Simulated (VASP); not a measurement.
# K2Nb2O (P6/mmm) in VASP: notebook

The runs below take K2Nb2O through single point, with PBE.

Everything below comes from runs of VASP 6.6.1. Logs are shortened: lines on timing, memory, paths and dates and some standing lists are left out, and cuts for length are marked.

## (1) The cell of the first run

Symmetry: P6/mmm, No. 191, hexagonal system. The conventional cell has a = 4.596 Å, b = 4.596 Å, c = 6.635 Å, α = 90.00°, β = 90.00°, γ = 120.00°. Within 3.5 Å of K (site symmetry -6m2) lie 3 K at 2.65 Å and 2 Nb at 3.32 Å. Within 3.5 Å of Nb (site symmetry -6m2) lie 3 Nb at 2.65 Å and 3 O at 2.65 Å and 2 K at 3.32 Å. Within 3.5 Å of O (site symmetry 6/mmm) lie 6 Nb at 2.65 Å.

The cell was generated, and may not be a known phase.

## (2) Single point, PBE, collinear spin, zero start

INCAR

```
SYSTEM = K2Nb2O
ALGO = Normal ; EDIFF = 1E-7
ENCUT = 520 ; GGA = PE
ISIF = 2 ; ISMEAR = 0
ISPIN = 2 ; LASPH = .TRUE.
LCHARG = .FALSE. ; LMAXMIX = 4
LORBIT = 11 ; LREAL = .FALSE.
LWAVE = .FALSE. ; MAGMOM = 0 0 0 0 0
NBANDS = 37 ; NELM = 150
PREC = Accurate ; SIGMA = 0.1
```

KPOINTS

```
k-points
0
G
  6 6 4
  0 0 0
```

POSCAR

```
K2Nb2O
1.0
    4.5961660760      0.0000000000      0.0000000000
   -2.2980830380      3.9803965818      0.0000000000
    0.0000000000      0.0000000000      6.6348496691
K Nb O
2 2 1
Direct
    0.3333333333      0.6666666667      0.5000000000
    0.6666666667      0.3333333333      0.5000000000
    0.3333333333      0.6666666667      0.0000000000
    0.6666666667      0.3333333333      0.0000000000
    0.0000000000      0.0000000000      0.0000000000
```

Potentials or basis: VASP PAW PBE potentials, release 64 (K_sv, Nb_sv, O).

Started as:

```sh
$ cat potpaw_PBE.64/K_sv/POTCAR potpaw_PBE.64/Nb_sv/POTCAR potpaw_PBE.64/O/POTCAR > POTCAR
$ mpirun -np 1 vasp_std > vasp.out
```

OUTCAR:

```text
SYSTEM = K2Nb2O
   EDIFF = 1E-7
   ENCUT = 520
   GGA = PE
   ISIF = 2
   ISMEAR = 0
   ISPIN = 2
   LASPH = .TRUE.
   LORBIT = 11
   LREAL = .FALSE.
   NELM = 150
   PREC = Accurate

 ion  position               nearest neighbor table
   1  0.333  0.667  0.500-   2 2.65   2 2.65   2 2.65   3 3.32   3 3.32
   2  0.667  0.333  0.500-   1 2.65   1 2.65   1 2.65   4 3.32   4 3.32
   3  0.333  0.667  0.000-   4 2.65   4 2.65   4 2.65   1 3.32   1 3.32
   4  0.667  0.333  0.000-   3 2.65   3 2.65   3 2.65   2 3.32   2 3.32
   5  0.000  0.000  0.000-

  LATTYP: Found a hexagonal cell.
 ALAT       =     4.5961660760
 C/A-ratio  =     1.4435617772

  Lattice vectors:

 A1 = (   4.5961660760,   0.0000000000,   0.0000000000)
 A2 = (  -2.2980830380,   3.9803965818,   0.0000000000)
 A3 = (   0.0000000000,   0.0000000000,   6.6348496691)

Analysis of symmetry for initial positions (statically):
=====================================================================
 Subroutine PRICEL returns:
 Original cell was already a primitive cell.

 Routine SETGRP: Setting up the symmetry group for a
 hexagonal supercell.

 Subroutine GETGRP returns: Found 24 space group operations
 (whereof 24 operations were pure point group operations)
 out of a pool of 24 trial point group operations.

The static configuration has the point symmetry D_6h.

Analysis of symmetry for dynamics (positions and initial velocities):
=====================================================================
 Subroutine PRICEL returns:
 Original cell was already a primitive cell.

 Routine SETGRP: Setting up the symmetry group for a
 hexagonal supercell.

 Subroutine GETGRP returns: Found 24 space group operations
 (whereof 24 operations were pure point group operations)
 out of a pool of 24 trial point group operations.

The dynamic configuration has the point symmetry D_6h.

Analysis of structural, dynamic, and magnetic symmetry:
=====================================================================
 Subroutine PRICEL returns:
 Original cell was already a primitive cell.

 Routine SETGRP: Setting up the symmetry group for a
 hexagonal supercell.

 Subroutine GETGRP returns: Found 24 space group operations
 (whereof 24 operations were pure point group operations)
 out of a pool of 24 trial point group operations.

The overall configuration has the point symmetry D_6h.

 Subroutine INISYM returns: Found 24 space group operations
 (whereof 24 operations are pure point group operations),
 and found     1 'primitive' translations

----------------------------------------------------------------------------------------

                                     Primitive cell

  volume of cell :     121.3817

  direct lattice vectors                    reciprocal lattice vectors
     4.596166076  0.000000000  0.000000000     0.217572643  0.125615624  0.000000000
    -2.298083038  3.980396582  0.000000000     0.000000000  0.251231248  0.000000000
     0.000000000  0.000000000  6.634849669     0.000000000  0.000000000  0.150719315

  length of vectors
     4.596166076  4.596166076  6.634849669     0.251231248  0.251231248  0.150719315

  position of ions in fractional coordinates (direct lattice)
     0.333333333  0.666666667  0.500000000
     0.666666667  0.333333333  0.500000000
     0.333333333  0.666666667  0.000000000
     0.666666667  0.333333333  0.000000000
     0.000000000  0.000000000  0.000000000

  ion indices of the primitive-cell ions
   primitive index   ion index
                 1           1
                 2           2
                 3           3
                 4           4
                 5           5

----------------------------------------------------------------------------------------

 KPOINTS: k-points

Automatic generation of k-mesh.
 Grid dimensions read from file:
 generate k-points for:    6    6    4

 Generating k-lattice:

  Cartesian coordinates                     Fractional coordinates (reciprocal lattice)
     0.036262107  0.020935937  0.000000000     0.166666667  0.000000000  0.000000000
     0.000000000  0.041871875  0.000000000     0.000000000  0.166666667  0.000000000
     0.000000000  0.000000000  0.037679829     0.000000000  0.000000000  0.250000000

  Length of vectors
     0.041871875  0.041871875  0.037679829

  Shift w.r.t. Gamma in fractional coordinates (k-lattice)
     0.000000000  0.000000000  0.000000000

 Subroutine IBZKPT returns following result:
 ===========================================

 Found     21 irreducible k-points:

 Following reciprocal coordinates:
            Coordinates               Weight
  0.000000  0.000000  0.000000      1.000000
  0.166667  0.000000  0.000000      6.000000
  0.333333  0.000000  0.000000      6.000000
  0.500000 -0.000000  0.000000      3.000000
  0.166667  0.166667  0.000000      6.000000
  0.333333  0.166667  0.000000     12.000000
[... 13 lines left out ...]
  0.333333  0.166667  0.500000     12.000000
  0.333333  0.333333  0.500000      2.000000
   k-points           NKPTS =     21   k-points in BZ     NKDIM =     21   number of bands    NBANDS=     37
   number of dos      NEDOS =    301   number of ions     NIONS =      5
   total plane-waves  NPLWV =  64800
   dimension x,y,z NGX =    36 NGY =   36 NGZ =   50
   dimension x,y,z NGXF=    72 NGYF=   72 NGZF=  100
   ions per type =               2   2   1
   NGX,Y,Z   is equivalent  to a cutoff of  13.02, 13.02, 12.53 a.u.
   NGXF,Y,Z  is equivalent  to a cutoff of  26.04, 26.04, 25.06 a.u.
 SYSTEM =  K2Nb2O
   PREC   = accura    normal or accurate (medium, high low for compatibility)
   ISTART =      0    job   : 0-new  1-cont  2-samecut
   ICHARG =      2    charge: 1-file 2-atom 10-const
   ISPIN  =      2    spin polarized calculation?
   LNONCOLLINEAR =      F non collinear calculations
   LSORBIT =      F    spin-orbit coupling
   LASPH  =      T    aspherical Exc in radial PAW
   ENCUT  =  520.0 eV  38.22 Ry    6.18 a.u.   8.55  8.55 12.34*2*pi/ulx,y,z
   NELM   =    150;   NELMIN=  2; NELMDL= -5     # of ELM steps
   EDIFF  = 0.1E-06   stopping-criterion for ELM
   LREAL  =      F    real-space projection
   EDIFFG = 0.1E-05   stopping-criterion for IOM
   NSW    =      0    number of steps for IOM
   IBRION =     -1    ionic relax: 0-MD 1-quasi-New 2-CG
   NFREE  =      0    steps in history (QN), initial steepest desc. (CG)
   ISIF   =      2    stress and relaxation
   ISYM   =      2    0-nonsym 1-usesym 2-fastsym
   POTIM  = 0.5000    time-step for ionic-motion
   TEBEG  =    0.0;   TEEND  =   0.0 temperature during run
   PSTRESS=    0.0 pullay stress
   NELECT =      50.0000    total number of electrons
   NUPDOWN=      -1.0000    fix difference up-down
   EMIN   =  10.00;   EMAX   =-10.00  energy-range for DOS
   EFERMI =   0.00;   METHOD = LEGACY
   ISMEAR =     0;   SIGMA  =   0.10  broadening in eV -4-tet -1-fermi 0-gaus
   EFERMI_NEDOS =   21; number of points for ismear=-14 and -15
   IALGO  =     38    algorithm
   IMIX   =      4    mixing-type and parameters
     AMIX     =   0.40;   BMIX     =  1.00
     AMIX_MAG =   1.60;   BMIX_MAG =  1.00
  volume/ion in A,a.u.               =      24.28       163.82
  Fermi-wavevector in a.u.,A,eV,Ry     =   1.218093  2.301862 20.187652  1.483751
  Thomas-Fermi vector in A             =   2.353391
   LORBIT       =     11    0 simple, 1 ext, 2 COOP (PROOUT), +10 PAW based schemes
   GGA     = PE    functional components
   LHFCALC =     F    Hartree Fock is set to
   AEXX    =    0.0000 exact exchange contribution
   IVDW    =     0    specifies the selected vdW correction
   LEPSILON=     F    determine dielectric tensor
   LRPA    =     F    only Hartree local field effects (RPA)
 spin polarized calculation
 Gauss-broadening in eV      SIGMA  =   0.10
  energy-cutoff  :      520.00
  volume of cell :      121.38
 maximum number of plane-waves:      3324
 NGX is ok and might be reduce to    36
   NGX = 17   NGY = 17   NGZ = 25

 number of electron      50.0000002 magnetization      -0.0001057

 number of electron      50.0000001 magnetization       0.0001126

 Free energy of the ion-electron system (eV)
  ---------------------------------------------------
  ext. energy  EPLUGINS =         0.00000000
  ---------------------------------------------------
  free energy    TOTEN  =       -21.57763979 eV

  energy without entropy =      -21.54287178  energy(sigma->0) =      -21.56025578

 E-fermi :   4.4929     XC(G=0):  -9.3000

 val. band max:        4.4907560214   @ k =   0.3333   0.1667   0.0000
 cond. band min:       4.5142018786   @ k =   0.3333   0.0000   0.2500
 fundamental gap:      0.0234458572
 Fermi energy:         4.4929240307

 spin component 1

 k-point     1 :       0.0000    0.0000    0.0000
  band No.  band energies     occupation
      1     -50.1776      1.00000
      2     -49.8285      1.00000
      3     -28.8764      1.00000
      4     -27.8919      1.00000
      5     -26.6503      1.00000
      6     -26.6503      1.00000
[... 829 lines left out ...]
     36       8.9267      0.00000
     37       8.9267      0.00000
 Fermi energy:         4.4929240307

 spin component 2

 k-point     1 :       0.0000    0.0000    0.0000
  band No.  band energies     occupation
      1     -50.1776      1.00000
      2     -49.8285      1.00000
      3     -28.8764      1.00000
      4     -27.8919      1.00000
      5     -26.6503      1.00000
      6     -26.6503      1.00000
[... 829 lines left out ...]
     36       8.9267      0.00000
     37       8.9267      0.00000

------------------------ aborting loop because EDIFF is reached ----------------------------------------

  FORCE on cell =-STRESS in cart. coord.  units (eV):
  Direction    XX          YY          ZZ          XY          YZ          ZX
  --------------------------------------------------------------------------------------
  -------------------------------------------------------------------------------------
  Total        0.1009314      0.1009314      0.0679173      0.0000000      0.0000000      0.0000000
  in kB        1.3322435      1.3322435      0.8964747      0.0000000      0.0000000      0.0000000
  external PRESSURE =       1.1869873 kB  Pullay stress =       0.0000000 kB

 VOLUME and BASIS-vectors are now :
 -----------------------------------------------------------------------------
  energy-cutoff  :      520.00
  volume of cell :      121.38
      direct lattice vectors                 reciprocal lattice vectors
     4.596166076  0.000000000  0.000000000     0.217572643  0.125615624  0.000000000
    -2.298083038  3.980396582  0.000000000     0.000000000  0.251231248  0.000000000
     0.000000000  0.000000000  6.634849669     0.000000000  0.000000000  0.150719315

 POSITION                                       TOTAL-FORCE (eV/Angst)
 -----------------------------------------------------------------------------------
     -0.00000      2.65360      3.31742        -0.000000      0.000000      0.000000
      2.29808      1.32680      3.31742         0.000000     -0.000000      0.000000
     -0.00000      2.65360      0.00000         0.000000      0.000000      0.000000
      2.29808      1.32680      0.00000        -0.000000     -0.000000      0.000000
      0.00000      0.00000      0.00000        -0.000000      0.000000      0.000000
 -----------------------------------------------------------------------------------
    total drift:                                0.000000      0.000000      0.000000

  FREE ENERGIE OF THE ION-ELECTRON SYSTEM (eV)
  ---------------------------------------------------
  free  energy   TOTEN  =       -21.5776397863 eV

  energy  without entropy=      -21.5428717814  energy(sigma->0) =      -21.56025578

 total charge

# of ion       s       p       d       tot
------------------------------------------
    1        1.994   5.580   0.077   7.652
    2        1.994   5.580   0.077   7.652
    3        2.184   5.931   2.616  10.730
    4        2.184   5.931   2.616  10.730
    5        1.598   3.160   0.000   4.758
--------------------------------------------------
tot          9.953  26.182   5.387  41.522

 magnetization (x)

# of ion       s       p       d       tot
------------------------------------------
    1        0.000   0.000   0.000   0.000
    2        0.000   0.000   0.000   0.000
    3        0.000   0.000   0.000   0.000
    4        0.000   0.000   0.000   0.000
    5        0.000   0.000   0.000   0.000
--------------------------------------------------
tot          0.000   0.000   0.000   0.000
```

Run time: 2.9 min. Hardware: 1 thread of Intel Xeon Platinum 8559C (Emerald Rapids), shared host; peak memory 0.37 GiB.

What came out:

```yaml
Free_energy: -21.5776 eV
Pressure: 0.1 GPa
Band_gap_on_the_k_mesh: zero (filled and empty bands overlap)
Net_moment: 0.00 μB per cell
Valence_electrons_inside_the_program's_atomic_spheres: K 7.65; Nb 10.73; O 4.76
```

## (3) Single point, PBE

INCAR

```
SYSTEM = K2Nb2O
PREC = Accurate ; ENCUT = 520
EDIFF = 1E-6 ; ISMEAR = 0
SIGMA = 0.1 ; LREAL = .False.
LASPH = .True. ; NELM = 60
ALGO = Normal ; ISIF = 2
LWAVE = .False. ; LCHARG = .False.
GGA = PE ; NBANDS = 33
```

KPOINTS

```
regular mesh
0
Gamma
  12 12 6
  0 0 0
```

Edit POSCAR of step 2 so:

```diff
@@ -2,5 +2,5 @@
 1.0
-    4.5961660760      0.0000000000      0.0000000000
-   -2.2980830380      3.9803965818      0.0000000000
-    0.0000000000      0.0000000000      6.6348496691
+    4.5940389892      0.0000000000      0.0000000000
+   -2.2970194946      3.9785544706      0.0000000000
+    0.0000000000      0.0000000000      6.6458342494
 K Nb O
```

Potentials or basis: VASP PAW PBE potentials, release 64 (K_sv, Nb_sv, O).

Started as:

```sh
$ cat potpaw_PBE.64/K_sv/POTCAR potpaw_PBE.64/Nb_sv/POTCAR potpaw_PBE.64/O/POTCAR > POTCAR
$ mpirun -np 1 vasp_std > vasp.out
```

Wall time 3.6 min (1 thread of Intel Xeon Platinum 8559C (Emerald Rapids), shared host); peak memory 0.43 GiB.

The run converged. Its results:

```
Free energy            : -21.5484 eV
Pressure               : 0.1 GPa
Band gap on the k mesh : zero (bands 25 and 26 overlap by 0.94 eV)
```

Stress tensor (GPa, compression positive):
```
0.16 0.00 0.00
0.00 0.16 0.00
0.00 0.00 0.00
```

Levels at points of the mesh, in eV from the Fermi level:
| k point | band 23 | band 24 | band 25 | band 26 | band 27 | band 28 |
| --- | --- | --- | --- | --- | --- | --- |
| (0.00, 0.00, 0.00) | -0.74 | -0.71 | 0.61 | 0.64 | 0.64 | 1.47 |
| (0.50, 0.00, 0.00) | -1.07 | -0.39 | -0.12 | 0.03 | 0.47 | 0.72 |
| (0.00, 0.00, 0.50) | -0.55 | -0.55 | -0.55 | 0.58 | 0.58 | 1.82 |
| (0.50, 0.00, 0.50) | -0.21 | -0.17 | -0.11 | 0.06 | 0.17 | 0.92 |

## (4) Single point, PBE, collinear spin, ferromagnetic start

This run uses another cell than the first one, of 27.10 Å³/atom.

INCAR

```
SYSTEM = K2Nb2O
ALGO     = Normal         ! electronic algorithm
EDIFF    = 1E-6           ! SCF threshold, eV
ENCUT    = 520            ! plane-wave cutoff, eV
GGA      = PE             ! functional
ISIF     = 2              ! what is computed and relaxed
ISMEAR   = 0              ! smearing method
ISPIN    = 2              ! spin polarisation
LASPH    = .True.         ! aspherical terms in the spheres
LCHARG   = .True.         ! write CHGCAR
LELF     = .True.         ! ELF
LMAXMIX  = 4              ! l up to which the mixer works
LORBIT   = 11             ! projections on sites
LREAL    = .False.        ! projectors in reciprocal space
LVHAR    = .True.       
LWAVE    = .False.        ! write WAVECAR
MAGMOM   = 0.03 0.03 0.6 0.6 0.37 ! initial moments
NBANDS   = 37             ! bands
NELM     = 150            ! most SCF steps
PREC     = Accurate       ! precision mode
SIGMA    = 0.1            ! smearing width, eV
```

KPOINTS

```
k-points
0
Gamma
  6 6 4
  0 0 0
```

POSCAR

```
K2Nb2O
1.0
    5.4666865800      0.0000000000      0.0000000000
   -2.7333432900      4.7342894500      0.0000000000
    0.0000000000      0.0000000000      5.2352423600
K Nb O
2 2 1
Direct
    0.3333333300      0.6666666700      0.5000000000
    0.6666666700      0.3333333300      0.5000000000
    0.3333333300      0.6666666700      0.0000000000
    0.6666666700      0.3333333300      0.0000000000
    0.0000000000      0.0000000000      0.0000000000
```

Started as:

```sh
$ cat potpaw_PBE.64/K_sv/POTCAR potpaw_PBE.64/Nb_sv/POTCAR potpaw_PBE.64/O/POTCAR > POTCAR
$ mpirun -np 1 vasp_std > vasp.out
```

It took 4 min on 1 thread of Intel Xeon Platinum 8559C (Emerald Rapids), shared host; peak memory 0.4 GiB.

Results (log left out):

```yaml
Free_energy: -17.4909 eV
Pressure: -3.1 GPa
Net_moment: 2.25 μB per cell
Site_moments: K +0.03; Nb +0.61; O +0.29 μB
Valence_electrons_inside_the_program's_atomic_spheres: K 7.71; Nb 10.61; O 4.69
```

Stress tensor (GPa, compression positive):
```
-13.99   0.00   0.00
  0.00 -13.99   0.00
  0.00   0.00  18.62
```

Levels at points of the mesh, in eV from the Fermi level:
Spin up:
```tsv
k point	band 23	band 24	band 25	band 26	band 27	band 28	band 29	band 30
(0.00, 0.00, 0.00)	-1.34	-1.06	-0.48	-0.24	-0.24	0.40	0.40	1.47
(0.50, 0.00, 0.00)	-1.02	-0.75	-0.58	-0.57	-0.18	-0.01	0.70	0.77
(0.00, 0.00, 0.50)	-0.57	-0.36	-0.36	0.73	0.88	0.88	1.14	1.52
(0.50, 0.00, 0.50)	-0.65	-0.15	0.02	0.06	0.77	1.28	1.34	1.49
```
Spin down:
```csv
k point,band 19,band 20,band 21,band 22,band 23,band 24,band 25,band 26,band 27,band 28
"(0.00, 0.00, 0.00)",-2.02,-2.02,-1.17,-0.99,-0.99,-0.39,0.08,0.51,0.51,0.71
"(0.50, 0.00, 0.00)",-1.79,-1.66,-1.24,-0.66,-0.49,-0.17,-0.16,0.15,0.16,0.69
"(0.00, 0.00, 0.50)",-1.99,-1.70,-1.34,-0.18,-0.18,0.38,0.38,0.98,1.19,1.19
"(0.50, 0.00, 0.50)",-1.80,-1.64,-0.43,-0.41,0.08,0.26,0.33,0.79,1.05,1.64
```

Caveat: the stress differs along the axes, from -14 to 19 GPa.

## (5) Overview

```tsv
spin	cell	k mesh	gap on the mesh (eV)	pressure (GPa)	moment (μB)
collinear, zero start	a = 4.596, b = 4.596, c = 6.635 Å, angles 90.0, 90.0, 120.0°, 5 atoms	6 × 6 × 4	none	0.1	0.00
off	a = 4.594, b = 4.594, c = 6.646 Å, angles 90.0, 90.0, 120.0°, 5 atoms	12 × 12 × 6	none	0.1	-
collinear, ferromagnetic start	a = 5.467, b = 5.467, c = 5.235 Å, angles 90.0, 90.0, 120.0°, 5 atoms	6 × 6 × 4	none	-3.1	2.25
```

Alike in all rows: task single point; level PBE; potentials or basis VASP PAW PBE potentials, release 64 (K_sv, Nb_sv, O); cutoff (eV) 520; smearing gaussian 0.1 eV.

Caveats: the stress differs along the axes, from -14 to 19 GPa (at least some runs).

Absolute energies hang on the potentials; compare differences alone.

The gap in the log of VASP goes by the Fermi energy; the results here count the filled bands.